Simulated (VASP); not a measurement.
# Ir (Fm-3m) in VASP: further runs, part 2 of 2

VASP 6.6.1. The steps go on from the part before.

## Step 5: Single point, PBE

This run uses another cell than the first one, of 14.33 Å³/atom, 1.021 times its volume.

File INCAR:

```
PREC = Accurate
ENCUT = 520
EDIFF = 1E-6
ISMEAR = 0
SIGMA = 0.1
LREAL = F
LASPH = T
NELM = 60
ALGO = Fast
ISIF = 2
LWAVE = F
LCHARG = F
GGA = PE
NBANDS = 10
```

File KPOINTS:

```
Automatic mesh
0
Gamma
  18 18 18
```

File POSCAR:

```
Ir
1.0
    0.0000000000      1.9280345991      1.9280345991
    1.9280345991      0.0000000000      1.9280345991
    1.9280345991      1.9280345991      0.0000000000
Ir
1
Direct
    0.0000000000      0.0000000000      0.0000000000
```

Potentials or basis: VASP PAW PBE potentials, release 64 (Ir).

Launch:

```
$ cat potpaw_PBE.64/Ir/POTCAR > POTCAR
$ mpirun -np 1 vasp_std > vasp.out
```

OUTCAR:

```text
PREC = Accurate
   ENCUT = 520
   EDIFF = 1E-6
   ISMEAR = 0
   LREAL = F
   LASPH = T
   NELM = 60
   ISIF = 2
   GGA = PE

 ion  position               nearest neighbor table
   1  0.000  0.000  0.000-

  LATTYP: Found a face centered cubic cell.
 ALAT       =     3.8560691982

  Lattice vectors:

 A1 = (   0.0000000000,   1.9280345991,   1.9280345991)
 A2 = (   1.9280345991,   0.0000000000,   1.9280345991)
 A3 = (   1.9280345991,   1.9280345991,   0.0000000000)

Analysis of symmetry for initial positions (statically):
=====================================================================
 Subroutine PRICEL returns:
 Original cell was already a primitive cell.

 Routine SETGRP: Setting up the symmetry group for a
 face centered cubic supercell.

 Subroutine GETGRP returns: Found 48 space group operations
 (whereof 48 operations were pure point group operations)
 out of a pool of 48 trial point group operations.

The static configuration has the point symmetry O_h .

Analysis of symmetry for dynamics (positions and initial velocities):
[... 163 lines left out ...]
 Fermi energy:        10.2130242328

 k-point     1 :       0.0000    0.0000    0.0000
  band No.  band energies     occupation
      1      -0.7987      2.00000
      2       6.3717      2.00000
      3       6.3717      2.00000
      4       6.3717      2.00000
      5       9.0048      2.00000
      6       9.0048      2.00000
      7      24.5302      0.00000
      8      30.0385      0.00000
      9      30.0385      0.00000
     10      30.0385      0.00000
[... 287 lines left out ...]
 k-point    24 :      -0.2222    0.0556    0.0000
  band No.  band energies     occupation
      1       1.3932      2.00000
      2       5.7171      2.00000
      3       6.8197      2.00000
      4       6.9102      2.00000
      5       8.7258      2.00000
      6       9.5667      2.00000
      7      24.2888      0.00000
      8      27.0675      0.00000
      9      32.0952      0.00000
     10      33.3289      0.00000

 [... further k-points ...]

------------------------ aborting loop because EDIFF is reached ----------------------------------------

  FORCE on cell =-STRESS in cart. coord.  units (eV):
  Direction    XX          YY          ZZ          XY          YZ          ZX
  --------------------------------------------------------------------------------------
  -------------------------------------------------------------------------------------
  Total        0.4011344      0.4011344      0.4011344      0.0000000      0.0000000     -0.0000000
  in kB       44.8359168     44.8359168     44.8359168      0.0000000      0.0000000     -0.0000000
  external PRESSURE =      44.8359168 kB  Pullay stress =       0.0000000 kB

 VOLUME and BASIS-vectors are now :
 -----------------------------------------------------------------------------
  energy-cutoff  :      520.00
  volume of cell :       14.33
      direct lattice vectors                 reciprocal lattice vectors
     0.000000000  1.928034599  1.928034599    -0.259331446  0.259331446  0.259331446
     1.928034599  0.000000000  1.928034599     0.259331446 -0.259331446  0.259331446
     1.928034599  1.928034599  0.000000000     0.259331446  0.259331446 -0.259331446

 POSITION                                       TOTAL-FORCE (eV/Angst)
 -----------------------------------------------------------------------------------
      0.00000      0.00000      0.00000         0.000000      0.000000      0.000000
 -----------------------------------------------------------------------------------
    total drift:                               -0.000000     -0.000000     -0.000000

  FREE ENERGIE OF THE ION-ELECTRON SYSTEM (eV)
  ---------------------------------------------------
  free  energy   TOTEN  =        -8.8511212330 eV

  energy  without entropy=       -8.8458792535  energy(sigma->0) =       -8.84850024
```

OSZICAR:

```text
N       E                     dE             d eps       ncg     rms          rms(c)
DAV:   1     0.499268893250E+02    0.49927E+02   -0.43777E+03  3924   0.815E+02
DAV:   2    -0.848646928835E+01   -0.58413E+02   -0.55542E+02  4014   0.199E+02
DAV:   3    -0.940294237461E+01   -0.91647E+00   -0.91444E+00  4576   0.304E+01
DAV:   4    -0.941071380332E+01   -0.77714E-02   -0.77703E-02  4424   0.259E+00
DAV:   5    -0.941086804044E+01   -0.15424E-03   -0.15423E-03  4412   0.352E-01    0.147E+01
RMM:   6    -0.893900444933E+01    0.47186E+00   -0.39540E-01  4041   0.786E+00    0.586E+00
RMM:   7    -0.885526229140E+01    0.83742E-01   -0.16971E-01  4149   0.382E+00    0.154E+00
RMM:   8    -0.885448129701E+01    0.78099E-03   -0.18673E-02  4764   0.166E+00    0.120E+00
RMM:   9    -0.885241172723E+01    0.20696E-02   -0.35680E-03  4870   0.497E-01    0.507E-01
RMM:  10    -0.885107834616E+01    0.13334E-02   -0.29075E-03  4158   0.777E-01    0.133E-01
RMM:  11    -0.885112906208E+01   -0.50716E-04   -0.24916E-04  4968   0.146E-01    0.114E-01
RMM:  12    -0.885113756362E+01   -0.85015E-05   -0.38428E-05  4815   0.479E-02    0.136E-01
RMM:  13    -0.885112075719E+01    0.16806E-04   -0.52146E-05  4313   0.793E-02    0.836E-03
RMM:  14    -0.885112123298E+01   -0.47579E-06   -0.85055E-06  4694   0.270E-02
   1 F= -.88511212E+01 E0= -.88485002E+01  d E =-.524198E-02
```

stdout:

```text
POSCAR found type information on POSCAR Ir
 POSCAR found :  1 types and       1 ions
 scaLAPACK will be used
 LDA part: xc-table for (Slater+PW92), standard interpolation
 POSCAR, INCAR and KPOINTS ok, starting setup
 FFT: planning ... GRIDC
 FFT: planning ... GRID_SOFT
 FFT: planning ... GRID
 WAVECAR not read
 entering main loop
```

It took 41 s on 1 thread of AMD EPYC 7R43 (Zen 3), shared host; peak memory 0.11 GiB.

Results:

| Item | Value |
| --- | --- |
| Free energy | -8.8511 eV |
| Pressure | 4.5 GPa |

Caveat: spin-orbit coupling is left out, which moves the levels of the heavy elements.

## Step 6: Overview

| cell | gap on the mesh (eV) | pressure (GPa) |
| --- | --- | --- |
| a = 2.708 Å, angles 60.0°, 1 atom | none | 12.7 |
| a = 2.740 Å, angles 60.0°, 1 atom | none | -0.6 |
| a = 2.735 Å, angles 60.0°, 1 atom | none | 1.4 |
| a = 2.727 Å, angles 60.0°, 1 atom | none | 4.5 |

Alike in all rows: task single point; level PBE; potentials or basis VASP PAW PBE potentials, release 64 (Ir); no spin polarisation; k mesh 18 × 18 × 18; cutoff (eV) 520; smearing gaussian 0.1 eV.

Caveats: spin-orbit coupling is left out, which moves the levels of the heavy elements.

Total energies depend on the potentials used, so only differences within one code and one set of settings carry meaning.
